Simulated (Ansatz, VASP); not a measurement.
## RbFe3 in VASP and in Ansatz

File INCAR:

```
SYSTEM = RbFe3
ALGO     = Fast           ! electronic algorithm
EDIFF    = 1E-6           ! SCF threshold, eV
ENCUT    = 520            ! plane-wave cutoff, eV
GGA      = PE             ! functional
ISIF     = 2              ! what is computed and relaxed
ISMEAR   = 0              ! smearing method
ISPIN    = 2              ! spin polarisation
LASPH    = .True.         ! aspherical terms in the spheres
LCHARG   = .False.        ! write CHGCAR
LMAXMIX  = 4              ! l up to which the mixer works
LORBIT   = 11             ! projections on sites
LREAL    = .False.        ! projectors in reciprocal space
LWAVE    = .False.        ! write WAVECAR
MAGMOM   = 0 0 4 4 4 4 4 4 ! initial moments
NBANDS   = 47             ! bands
NELM     = 150            ! most SCF steps
PREC     = Accurate       ! precision mode
SIGMA    = 0.1            ! smearing width, eV
```

KPOINTS

```
k-points
0
Gamma
  6 6 4
  0 0 0
```

Contents of POSCAR:

```
RbFe3
1.0
    5.9915382702      0.0000000000      0.0000000000
   -2.9957691351      5.1888243497      0.0000000000
    0.0000000000      0.0000000000      4.8091339102
Rb Fe
2 6
Direct
    0.3333333333      0.6666666667      0.2500000000
    0.6666666667      0.3333333333      0.7500000000
    0.8330000000      0.6660000000      0.2500000000
    0.1670000000      0.8330000000      0.7500000000
    0.3340000000      0.1670000000      0.2500000000
    0.1670000000      0.3340000000      0.7500000000
    0.8330000000      0.1670000000      0.2500000000
    0.6660000000      0.8330000000      0.7500000000
```

Input for Ansatz:

```yaml
crystal:
  lattice:
    - [5.9915382702, 0.0, 0.0]
    - [-2.9957691351, 5.1888243497, 0.0]
    - [0.0, 0.0, 4.8091339102]
  atoms:
    - { symbol: Rb, position: [0.3333333333, 0.6666666667, 0.25] }
    - { symbol: Rb, position: [0.6666666667, 0.3333333333, 0.75] }
    - { symbol: Fe, position: [0.833, 0.666, 0.25], spin: 4.0 }
    - { symbol: Fe, position: [0.167, 0.833, 0.75], spin: 4.0 }
    - { symbol: Fe, position: [0.334, 0.167, 0.25], spin: 4.0 }
    - { symbol: Fe, position: [0.167, 0.334, 0.75], spin: 4.0 }
    - { symbol: Fe, position: [0.833, 0.167, 0.25], spin: 4.0 }
    - { symbol: Fe, position: [0.666, 0.833, 0.75], spin: 4.0 }
basis:
  ecutwfc: 420
kpoints:
  mp_grid: { grid: [6, 6, 4] }
hamiltonian:
  xc: pbe
scf:
  occupations: { method: gaussian, width: 0.1 }
  lower_state_search: "off"
output:
  forces: true
  stress: true
  eigenvalues: true
  populations: true
magnetization:
  spin_polarized: true
```

Alike in both runs: task single point; functional PBE; k mesh 6 × 6 × 4; occupations gaussian, width 0.1 eV; collinear spin.

|  | VASP | Ansatz |
| --- | --- | --- |
| version | VASP 6.6.1 | Ansatz 0.2.0 |
| potentials or method | VASP PAW PBE potentials, release 64 (Rb_sv, Fe), cutoff 520 eV | scalar-relativistic, plane waves, PAW |
| valence electrons in the cell | 66 | 114 |

VASP gave:

- gap on the k mesh at the Fermi level (eV): none
- pressure (GPa): -1.1
- traceless stress, the component that is largest in VASP (GPa): 2.75
- rms of the force components (eV/Å): 0.757
- net moment per atom (μB): 2.14
- size of the moment on the site where the two differ most (μB): 2.86

Estimate Ansatz's values.

gap on the k mesh at the Fermi level (eV): none; pressure (GPa): -1.4; traceless stress, the component that is largest in VASP (GPa): 2.73; rms of the force components (eV/Å): 0.761; net moment per atom (μB): 2.14; size of the moment on the site where the two differ most (μB): 2.91.

Site moments also hang on the region over which each program counts them. Atom by atom the forces differ by 0.004 eV/Å (rms over components). A gap of «none» marks a metal or a gap that the smearing closes. VASP's potentials hold 66 valence electrons a cell and Ansatz's 114, so a difference there can come from the potentials and not from the codes.
